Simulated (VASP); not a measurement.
Write the native input for VASP 6.6.1 that does the following.

* Task: single point
* Functional: PBEsol
* Potentials or basis: VASP PAW PBE potentials, release 64 (Si, Ge_d)
* Cutoff: 520 eV
* k mesh: 2 × 2 × 2
* Occupations: fermi-dirac, width 0.02 eV
* Spin: no spin polarisation
* Dipole correction: no
* Further INCAR settings: LREAL = Auto; ALGO = Normal; EDIFF = 1e-06; NBANDS = 53

The structure of Si16Ge (a cell with a defect) lies in POSCAR:

```
Si16Ge
1.0
    0.0000000000      5.4300000000      5.4300000000
    5.4300000000      0.0000000000      5.4300000000
    5.4300000000      5.4300000000      0.0000000000
Si Ge
16 1
Direct
    0.0005816649     -0.0023278464      0.0008154602
    0.1204318343      0.1293030727      0.1206853120
   -0.0117600175      0.0039595499      0.5038880202
    0.1204480787      0.1292583889      0.6294558295
    0.0007099832      0.5006524436      0.0009328108
    0.1249645848      0.6249453380      0.1250303850
    0.0006745887      0.5006163280      0.4976980701
    0.1204115679      0.6203539506      0.6295779891
    0.5036126469      0.0036129876     -0.0109917571
    0.6291840490      0.1291435595      0.1207682039
    0.5034947395      0.0034809566      0.5036236204
    0.6245259866      0.1243228100      0.6253637536
    0.4976796214      0.5005408066      0.0008326193
    0.6293628733      0.6203635834      0.1206748077
    0.5040255853      0.4880553681      0.5039543655
    0.6293221303      0.6203757183      0.6294788978
    0.3743036126      0.8739774746      0.3755627520
```

One way to write it, as run:

INCAR

```
ALGO = Normal ; EDIFF = 1E-6
ENCUT = 520 ; GGA = PS
ISIF = 2 ; ISMEAR = -1
LASPH = True ; LCHARG = True
LELF = True ; LREAL = Auto
LVHAR = True ; LWAVE = False
NBANDS = 53 ; NELM = 100
PREC = Accurate ; SIGMA = 0.02
```

KPOINTS

```
k-points
0
Gamma
  2 2 2
```

Potentials or basis: VASP PAW PBE potentials, release 64 (Si, Ge_d).

Command:

```console
$ cat potpaw_PBE.64/Si/POTCAR potpaw_PBE.64/Ge_d/POTCAR > POTCAR
$ mpirun -np 1 vasp_std > vasp.out
```

Results of the run:

| Item | Value |
| --- | --- |
| Pressure | 4.7 GPa |
| Largest force | 0.023 eV/Å |
| Band gap on the k mesh | zero (bands 39 and 40 overlap by 0.31 eV) |

Caveat: the k points lie up to 0.50 Å⁻¹ apart; the PAW data sets were made with another functional, which shifts forces and pressure a little.

Wall time 6.1 min on 1 thread of AMD EPYC 7R13, with other jobs on the host, peak memory 0.47 GiB.
